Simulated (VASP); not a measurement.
# NaI (Fm-3m) in VASP: G0W0 quasiparticle levels with PBE

Aim: the G0W0 quasiparticle levels of NaI with PBE.

All numbers are computed with VASP 6.6.1; they aren't measurements. Logs are shortened: lines on timing, memory, paths and dates and some standing lists are left out, and cuts for length are marked.

## Step 1: The cell of the first run

It takes space group Fm-3m (No. 225, cubic). Conventional cell: a = 6.201 Å, b = 6.201 Å, c = 6.201 Å, α = 90.00°, β = 90.00°, γ = 90.00°. Na (site symmetry m-3m) has 6 I at 3.10 Å within 4.1 Å. Within 4.1 Å of I (site symmetry m-3m) lie 6 Na at 3.10 Å.

## Step 2: G0W0 quasiparticle levels, PBE

POSCAR

```
NaI
1.0
    0.0000000000      3.1005316910      3.1005316910
    3.1005316910      0.0000000000      3.1005316910
    3.1005316910      3.1005316910      0.0000000000
Na I
1 1
Direct
    0.0000000000      0.0000000000      0.0000000000
    0.5000000000      0.5000000000      0.5000000000
```

INCAR.step1

```
PREC = Accurate ; ENCUT = 500
EDIFF = 1E-8 ; ISMEAR = 0
SIGMA = 0.01 ; LREAL = F
LASPH = T ; NELM = 60
ALGO = Normal ; LWAVE = T
LCHARG = F ; GGA = PE
```

INCAR.step2

```
PREC = Accurate ; ENCUT = 500
EDIFF = 1E-8 ; ISMEAR = 0
SIGMA = 0.01 ; LREAL = F
LASPH = T ; NELM = 1
ALGO = Exact ; LWAVE = T
LCHARG = F ; GGA = PE
NBANDS = 256 ; LOPTICS = T
ISTART = 1
```

INCAR.step3

```
PREC = Accurate ; ENCUT = 500
EDIFF = 1E-8 ; ISMEAR = 0
SIGMA = 0.01 ; LREAL = F
LASPH = T ; ALGO = EVGW0
LWAVE = F ; LCHARG = F
GGA = PE ; NELMGW = 1
NBANDS = 256 ; ENCUTGW = 150.0
NOMEGA = 48 ; PRECFOCK = Fast
ISTART = 1 ; NBANDSGW = 16
```

KPOINTS

```
regular mesh
0
Gamma
  4 4 4
```

Potentials or basis: VASP PAW PBE potentials, release 64 (Na_sv_GW, I_GW).

Command:

```
cat potpaw_PBE.64/Na_sv_GW/POTCAR potpaw_PBE.64/I_GW/POTCAR > POTCAR
cp INCAR.step1 INCAR
mpirun -np 1 vasp_std > vasp.out
cp INCAR.step2 INCAR
mpirun -np 1 vasp_std > vasp.out
cp INCAR.step3 INCAR
mpirun -np 1 vasp_std > vasp.out
```

OUTCAR:

```text
PREC = Accurate
   ENCUT = 500
   EDIFF = 1E-8
   ISMEAR = 0
   LREAL = F
   LASPH = T
   GGA = PE
   NELMGW = 1
   ENCUTGW = 150.0
   PRECFOCK = Fast
   ISTART = 1

 ion  position               nearest neighbor table
   1  0.000  0.000  0.000-   2 3.10   2 3.10   2 3.10   2 3.10   2 3.10   2 3.10
   2  0.500  0.500  0.500-   1 3.10   1 3.10   1 3.10   1 3.10   1 3.10   1 3.10

  LATTYP: Found a face centered cubic cell.
 ALAT       =     6.2010633820

  Lattice vectors:

 A1 = (   0.0000000000,   3.1005316910,   3.1005316910)
 A2 = (   3.1005316910,   0.0000000000,   3.1005316910)
 A3 = (   3.1005316910,   3.1005316910,   0.0000000000)

Analysis of symmetry for initial positions (statically):
=====================================================================
 Subroutine PRICEL returns:
 Original cell was already a primitive cell.

 Routine SETGRP: Setting up the symmetry group for a
 face centered cubic supercell.

 Subroutine GETGRP returns: Found 48 space group operations
 (whereof 48 operations were pure point group operations)
 out of a pool of 48 trial point group operations.

The static configuration has the point symmetry O_h .

Analysis of symmetry for dynamics (positions and initial velocities):
=====================================================================
 Subroutine PRICEL returns:
 Original cell was already a primitive cell.

 Routine SETGRP: Setting up the symmetry group for a
 face centered cubic supercell.

 Subroutine GETGRP returns: Found 48 space group operations
 (whereof 48 operations were pure point group operations)
 out of a pool of 48 trial point group operations.

The dynamic configuration has the point symmetry O_h .

 Subroutine INISYM returns: Found 48 space group operations
 (whereof 48 operations are pure point group operations),
 and found     1 'primitive' translations

----------------------------------------------------------------------------------------

                                     Primitive cell

  volume of cell :      59.6127

  direct lattice vectors                    reciprocal lattice vectors
     0.000000000  3.100531691  3.100531691    -0.161262664  0.161262664  0.161262664
     3.100531691  0.000000000  3.100531691     0.161262664 -0.161262664  0.161262664
     3.100531691  3.100531691  0.000000000     0.161262664  0.161262664 -0.161262664

  length of vectors
     4.384813968  4.384813968  4.384813968     0.279315127  0.279315127  0.279315127

  position of ions in fractional coordinates (direct lattice)
     0.000000000  0.000000000  0.000000000
     0.500000000  0.500000000  0.500000000

  ion indices of the primitive-cell ions
   primitive index   ion index
                 1           1
                 2           2

----------------------------------------------------------------------------------------

 KPOINTS: regular mesh

Automatic generation of k-mesh.
 Grid dimensions read from file:
 generate k-points for:    4    4    4

 Generating k-lattice:

  Cartesian coordinates                     Fractional coordinates (reciprocal lattice)
    -0.040315666  0.040315666  0.040315666     0.250000000  0.000000000  0.000000000
     0.040315666 -0.040315666  0.040315666     0.000000000  0.250000000  0.000000000
     0.040315666  0.040315666 -0.040315666     0.000000000  0.000000000  0.250000000

  Length of vectors
     0.069828782  0.069828782  0.069828782

  Shift w.r.t. Gamma in fractional coordinates (k-lattice)
     0.000000000  0.000000000  0.000000000

 Subroutine IBZKPT returns following result:
 ===========================================

 Found      8 irreducible k-points:

 Following reciprocal coordinates:
            Coordinates               Weight
  0.000000  0.000000  0.000000      1.000000
  0.250000  0.000000  0.000000      8.000000
  0.500000  0.000000  0.000000      4.000000
  0.250000  0.250000  0.000000      6.000000
  0.500000  0.250000  0.000000     24.000000
 -0.250000  0.250000  0.000000     12.000000
  0.500000  0.500000  0.000000      3.000000
 -0.250000  0.500000  0.250000      6.000000
   k-points           NKPTS =      8   k-points in BZ     NKDIM =     64   number of bands    NBANDS=    256
   number of dos      NEDOS =    301   number of ions     NIONS =      2
   total plane-waves  NPLWV =  32768
   dimension x,y,z NGX =    32 NGY =   32 NGZ =   32
   dimension x,y,z NGXF=    64 NGYF=   64 NGZF=   64
   ions per type =               1   1
   NGX,Y,Z   is equivalent  to a cutoff of  12.13, 12.13, 12.13 a.u.
   NGXF,Y,Z  is equivalent  to a cutoff of  24.26, 24.26, 24.26 a.u.
 SYSTEM =  unknown system
   PREC   = accura    normal or accurate (medium, high low for compatibility)
   ISTART =      1    job   : 0-new  1-cont  2-samecut
   ICHARG =      0    charge: 1-file 2-atom 10-const
   ISPIN  =      1    spin polarized calculation?
   LNONCOLLINEAR =      F non collinear calculations
   LSORBIT =      F    spin-orbit coupling
   LASPH  =      T    aspherical Exc in radial PAW
   ENCUT  =  500.0 eV  36.75 Ry    6.06 a.u.   7.99  7.99  7.99*2*pi/ulx,y,z
   NELM   =     60;   NELMIN=  2; NELMDL=  0     # of ELM steps
   EDIFF  = 0.1E-07   stopping-criterion for ELM
   LREAL  =      F    real-space projection
   EDIFFG = 0.1E-06   stopping-criterion for IOM
   NSW    =      0    number of steps for IOM
   IBRION =     -1    ionic relax: 0-MD 1-quasi-New 2-CG
   NFREE  =      0    steps in history (QN), initial steepest desc. (CG)
   ISIF   =      0    stress and relaxation
   ISYM   =      3    0-nonsym 1-usesym 2-fastsym
   POTIM  = 0.5000    time-step for ionic-motion
   TEBEG  =    0.0;   TEEND  =   0.0 temperature during run
   PSTRESS=    0.0 pullay stress
   NELECT =      16.0000    total number of electrons
   NUPDOWN=      -1.0000    fix difference up-down
   EMIN   =  10.00;   EMAX   =-10.00  energy-range for DOS
   EFERMI =   0.00;   METHOD = LEGACY
   ISMEAR =     0;   SIGMA  =   0.01  broadening in eV -4-tet -1-fermi 0-gaus
   EFERMI_NEDOS =   21; number of points for ismear=-14 and -15
   IALGO  =     38    algorithm
   IMIX   =      4    mixing-type and parameters
     AMIX     =   0.40;   BMIX     =  1.00
     AMIX_MAG =   1.60;   BMIX_MAG =  1.00
  volume/ion in A,a.u.               =      29.81       201.14
  Fermi-wavevector in a.u.,A,eV,Ry     =   1.056012  1.995572 15.172677  1.115160
  Thomas-Fermi vector in A             =   2.191231
   LORBIT       =      0    0 simple, 1 ext, 2 COOP (PROOUT), +10 PAW based schemes
   GGA     = PE    functional components
   LHFCALC =     T    Hartree Fock is set to
   PRECFOCK=fast      Normal, Fast or Accurate (Low or Medium for compatibility)
   ENCUT4O =  -1.0   cutoff for four orbital integrals eV
   NKREDX  =     1    reduce k-point grid by
   NKREDY  =     1    reduce k-point grid by
   NKREDZ  =     1    reduce k-point grid by
   AEXX    =    1.0000 exact exchange contribution
   HFSCREEN=    0.0000 screening length (either q_TF or 0.3 A-1)
   HFSCREENC=   0.0000 screening length for correlation (either q_TF or 0.3 A-1)
   ENCUTFOCK=  -1.0 apply spherical cutoff to Coloumb kernel
   IVDW    =     0    specifies the selected vdW correction
   LEPSILON=     F    determine dielectric tensor
   LRPA    =     F    only Hartree local field effects (RPA)
   LRPAFORCE           =     F    calculate RPA forces
   ENCUTGW             = 150.0    cutoff for response function in eV
   ENCUTGWSOFT         = 120.0    soft cutoff for Coulomb kernel in GW response function in eV
   ENCUTLF             =  -1.0    cutoff for local field effects
   NELMGW              =     1    number of iterations in solving QP/BSE equation
   NELMHF              =     1    number of iterations in the inner HF iteration
   NKREDLFX            =     1    NKREDLFY  =   1   NKREDLFZ  =   1
 non-spin polarized calculation
 Gauss-broadening in eV      SIGMA  =   0.01
  energy-cutoff  :      500.00
  volume of cell :       59.61
 maximum number of plane-waves:      1540
  NGX = 18; NGY = 18; NGZ = 18
   NGX = 15   NGY = 15   NGZ = 15
 maximum number of plane-waves:       259
 NGX is ok and might be reduce to    18

 QP shifts <psi_nk| G(iteration)W_0 |psi_nk>: iteration 1
 for sc-GW calculations column KS-energies equals QP-energies in previous step
 and V_xc(KS)=  KS-energies - (<T + V_ion + V_H > + <T+V_H+V_ion>^1  + <V_x>^1)

 k-point   1 :       0.0000    0.0000    0.0000
  band No.  KS-energies  QP-energies   sigma(KS)   V_xc(KS)     V^pw_x(r,r')   Z            occupation Imag(sigma)

      1     -48.6417     -57.0660     -40.6004     -29.2781     -49.1396       0.7440       2.0000       0.5958
      2     -20.5852     -25.7642     -34.9341     -28.3023     -41.3365       0.7809       2.0000       0.3287
      3     -20.5852     -25.7642     -34.9341     -28.3023     -41.3365       0.7809       2.0000       0.3287
      4     -20.5852     -25.7642     -34.9341     -28.3023     -41.3365       0.7809       2.0000       0.3287
      5      -9.6382     -11.1325     -13.9053     -11.9110     -18.9869       0.7493       2.0000       1.6308
      6       1.7541       0.2560     -13.3745     -11.4883     -14.4603       0.7942       2.0000       0.1849
[... 8 lines left out ...]
     15      12.2449      12.5505      -5.6084      -5.9921      -1.4286       0.7966       0.0000      -0.4277
     16      13.8330      14.5509      -7.3888      -8.3015      -2.9144       0.7866       0.0000      -0.4963

 k-point   2 :       0.2500    0.0000    0.0000
  band No.  KS-energies  QP-energies   sigma(KS)   V_xc(KS)     V^pw_x(r,r')   Z            occupation Imag(sigma)

      1     -48.6418     -57.0357     -40.6005     -29.2782     -49.1399       0.7414       2.0000       0.5958
      2     -20.5909     -25.6700     -34.9101     -28.2799     -41.3117       0.7660       2.0000       0.3347
      3     -20.5858     -25.7581     -34.9310     -28.3014     -41.3333       0.7802       2.0000       0.3288
      4     -20.5858     -25.7581     -34.9310     -28.3014     -41.3333       0.7802       2.0000       0.3288
      5      -9.4214     -10.8801     -14.0477     -12.1033     -19.0646       0.7502       2.0000       1.5761
      6       0.1718      -1.4176     -12.3137     -10.2889     -13.7159       0.7850       2.0000       0.2395
[... 8 lines left out ...]
     15      12.6007      13.2590      -6.8603      -7.6905      -2.5164       0.7930       0.0000      -0.4450
     16      15.7697      16.2827      -6.3521      -6.9931      -1.8216       0.8004       0.0000      -0.6247

 k-point   3 :       0.5000    0.0000    0.0000
  band No.  KS-energies  QP-energies   sigma(KS)   V_xc(KS)     V^pw_x(r,r')   Z            occupation Imag(sigma)

      1     -48.6417     -57.2279     -40.6002     -29.2785     -49.1398       0.7584       2.0000       0.5958
      2     -20.5961     -25.6342     -34.8866     -28.2579     -41.2874       0.7600       2.0000       0.3407
      3     -20.5859     -25.7450     -34.9295     -28.3005     -41.3318       0.7783       2.0000       0.3289
      4     -20.5859     -25.7450     -34.9295     -28.3005     -41.3318       0.7783       2.0000       0.3289
      5      -9.1793     -10.5963     -14.2285     -12.3418     -19.1679       0.7511       2.0000       1.5108
      6      -0.9250      -2.6256     -11.9142      -9.7155     -13.6817       0.7734       2.0000       0.3084
[... 74 lines left out ...]
      1     -48.6417     -57.2375     -40.5999     -29.2786     -49.1396       0.7593       2.0000       0.5957
      2     -20.5933     -25.6571     -34.9031     -28.2729     -41.3024       0.7637       2.0000       0.3313
      3     -20.5888     -25.6860     -34.9203     -28.2904     -41.3212       0.7688       2.0000       0.3296
      4     -20.5888     -25.6860     -34.9203     -28.2904     -41.3212       0.7688       2.0000       0.3296
      5      -9.0722     -10.4738     -14.2145     -12.3677     -19.1134       0.7589       2.0000       1.4881
      6      -0.6066      -2.3105     -12.1757      -9.9735     -13.8998       0.7737       2.0000       0.2882
[... 8 lines left out ...]
     15      15.7921      16.6531      -8.1322      -9.2158      -3.5586       0.7946       0.0000      -0.5504
     16      15.7921      16.6531      -8.1322      -9.2158      -3.5586       0.7946       0.0000      -0.5504

 k-point   8 :      -0.2500    0.5000    0.2500
  band No.  KS-energies  QP-energies   sigma(KS)   V_xc(KS)     V^pw_x(r,r')   Z            occupation Imag(sigma)

      1     -48.6417     -57.1046     -40.6001     -29.2786     -49.1398       0.7475       2.0000       0.5957
      2     -20.5905     -25.6738     -34.9129     -28.2837     -41.3136       0.7668       2.0000       0.3312
      3     -20.5905     -25.6738     -34.9129     -28.2837     -41.3136       0.7668       2.0000       0.3312
      4     -20.5905     -25.6738     -34.9129     -28.2837     -41.3136       0.7668       2.0000       0.3312
      5      -9.0575     -10.4633     -14.2486     -12.4027     -19.1459       0.7615       2.0000       1.4837
      6      -0.0128      -1.6680     -12.3641     -10.2497     -13.8968       0.7828       2.0000       0.2535
[... 8 lines left out ...]
     15      15.3371      16.2226      -7.6365      -8.7449      -3.1065       0.7989       0.0000      -0.5413
     16      15.9191      16.8152      -8.3128      -9.4417      -3.7063       0.7937       0.0000      -0.5591
```

Wall time 12 min (1 thread of AMD EPYC 7R43 (Zen 3), shared host); peak memory 0.66 GiB.

What came out:

```yaml
Quasiparticle_gap: 6.14 eV
Least_direct_quasiparticle_gap: 6.14 eV
Band_gap_of_the_starting_levels_on_the_mesh: 4.02 eV
Least_direct_gap_of_the_starting_levels_on_the_mesh: 4.02 eV
```

Caveat: the k points lie up to 0.44 Å⁻¹ apart; bands, screening cutoff and mesh are small and nothing is extrapolated, so the quasiparticle values aren't converged; spin-orbit coupling is left out, which moves the levels of the heavy elements.
